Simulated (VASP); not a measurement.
Runs of VASP 6.6.1 on BeS. The structure is that of space group F-43m (No. 216), or close to it. The cells are those of the table. 

```tsv
level	cell	k mesh	smearing	grid for exact exchange (PRECFOCK)	share of exact exchange	screening parameter	gap on the mesh (eV)	pressure (GPa)
HSE06	a = 3.434, b = 3.434, c = 3.372 Å, angles 60.6, 60.6, 58.8°, 2 atoms	6 × 6 × 6	gaussian 0.01 eV	Normal	0.25	0.2079 1/Å	3.85	1.5
PBE	a = 3.443, b = 3.425, c = 3.425 Å, angles 60.3, 59.8, 59.8°, 2 atoms	10 × 10 × 10	fermi-dirac 0.02 eV	-	-	-	3.02	1.5
r2SCAN	a = 3.443, b = 3.425, c = 3.425 Å, angles 60.3, 59.8, 59.8°, 2 atoms	10 × 10 × 10	gaussian 0.01 eV	-	-	-	3.48	(b)
HSE06	a = 3.443, b = 3.425, c = 3.425 Å, angles 60.3, 59.8, 59.8°, 2 atoms	6 × 6 × 6	gaussian 0.01 eV	Normal	0.25	0.2079 1/Å	3.96	(c)
HSE06	a = 3.638 Å, angles 60.0°, 2 atoms	6 × 6 × 6	gaussian 0.01 eV	Normal	0.25	0.2079 1/Å	4.38	(a)
```

Alike in all rows: task single point; potentials or basis VASP PAW PBE potentials, release 64 (Be, S); no spin polarisation; cutoff (eV) 520.

Task: Estimate the missing entries.

Result: (a) -12.5; (b) 1.3; (c) 0.0.

Caveats: the PAW data sets were made with another functional, which shifts forces and pressure a little (at least some runs); the cell stands under tension (at least some runs).

A k mesh can miss the band edges.
